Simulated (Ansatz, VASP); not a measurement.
# One calculation of P, two programs

File INCAR:

```
SYSTEM = P
ALGO     = Normal         ! electronic algorithm
EDIFF    = 1E-7           ! SCF threshold, eV
EDIFFG   = -0.01          ! ionic threshold
ENCUT    = 600            ! plane-wave cutoff, eV
GGA      = PE             ! functional
IBRION   = 2              ! ionic algorithm
ISIF     = 3              ! what is computed and relaxed
ISMEAR   = 0              ! smearing method
LASPH    = .True.         ! aspherical terms in the spheres
LCHARG   = .False.        ! write CHGCAR
LREAL    = .False.        ! projectors in reciprocal space
LWAVE    = .False.        ! write WAVECAR
NELM     = 100            ! most SCF steps
NSW      = 100            ! ionic steps
PREC     = Accurate       ! precision mode
SIGMA    = 0.1            ! smearing width, eV
```

The input KPOINTS:

```
k-points
0
Gamma
  6 6 8
  0 0 0
```

POSCAR

```
P
1.0
    6.7372992586      0.0000000000      0.0000000000
   -3.3686496293      5.8346723108      0.0000000000
    0.0000000000      0.0000000000      5.1066497048
P
12
Direct
    0.1011872572      0.7420698888      0.8744908307
    0.2579301112      0.3591173685      0.5411574973
    0.6408826315      0.8988127428      0.2078241640
    0.8988127428      0.2579301112      0.3744908307
    0.7420698888      0.6408826315      0.0411574973
    0.3591173685      0.1011872572      0.7078241640
    0.1011872572      0.3591173685      0.9588425027
    0.6408826315      0.7420698888      0.6255091693
    0.2579301112      0.8988127428      0.2921758360
    0.8988127428      0.6408826315      0.4588425027
    0.3591173685      0.2579301112      0.1255091693
    0.7420698888      0.1011872572      0.7921758360
```

Input for Ansatz:

```yaml
crystal:
  lattice:
    - [6.7372992586, 0.0, 0.0]
    - [-3.3686496293, 5.8346723108, 0.0]
    - [0.0, 0.0, 5.1066497048]
  atoms:
    - { symbol: P, position: [0.1011872572, 0.7420698888, 0.8744908307] }
    - { symbol: P, position: [0.2579301112, 0.3591173685, 0.5411574973] }
    - { symbol: P, position: [0.6408826315, 0.8988127428, 0.207824164] }
    - { symbol: P, position: [0.8988127428, 0.2579301112, 0.3744908307] }
    - { symbol: P, position: [0.7420698888, 0.6408826315, 0.0411574973] }
    - { symbol: P, position: [0.3591173685, 0.1011872572, 0.707824164] }
    - { symbol: P, position: [0.1011872572, 0.3591173685, 0.9588425027] }
    - { symbol: P, position: [0.6408826315, 0.7420698888, 0.6255091693] }
    - { symbol: P, position: [0.2579301112, 0.8988127428, 0.292175836] }
    - { symbol: P, position: [0.8988127428, 0.6408826315, 0.4588425027] }
    - { symbol: P, position: [0.3591173685, 0.2579301112, 0.1255091693] }
    - { symbol: P, position: [0.7420698888, 0.1011872572, 0.792175836] }
basis:
  ecutwfc: 420
kpoints:
  mp_grid: { grid: [6, 6, 8] }
hamiltonian:
  xc: pbe
scf:
  occupations: { method: gaussian, width: 0.1 }
output:
  forces: true
  stress: true
  eigenvalues: true
  write_density: true
  write_potential: true
  elf: true
  volumetric_format: npy
relax:
  adjacent_minimum: "off"
  f_tol: 0.01
  max_steps: 80
  cell: { stress_tol: 0.05 }
```

Alike in both runs: task relaxation of cell and atoms; functional PBE; k mesh 6 × 6 × 8; occupations gaussian, width 0.1 eV; no spin polarisation.

```csv
,VASP,Ansatz
version,VASP 6.6.1,Ansatz 0.2.0
potentials or method,"VASP PAW PBE potentials, release 64 (P), cutoff 600 eV","scalar-relativistic, plane waves, PAW"
valence electrons in the cell,60,60
```

```csv
,VASP,Ansatz,Ansatz less VASP
"gap on the k mesh at the Fermi level, each at its own relaxed structure (eV)",none,none,-
relaxed volume (Å³/atom),16.68,16.68,-0.003
relaxed length of the cell vector where the two differ most in proportion (Å),5.214,5.219,+0.0048
```

A gap of «none» marks a metal or a gap that the smearing closes.
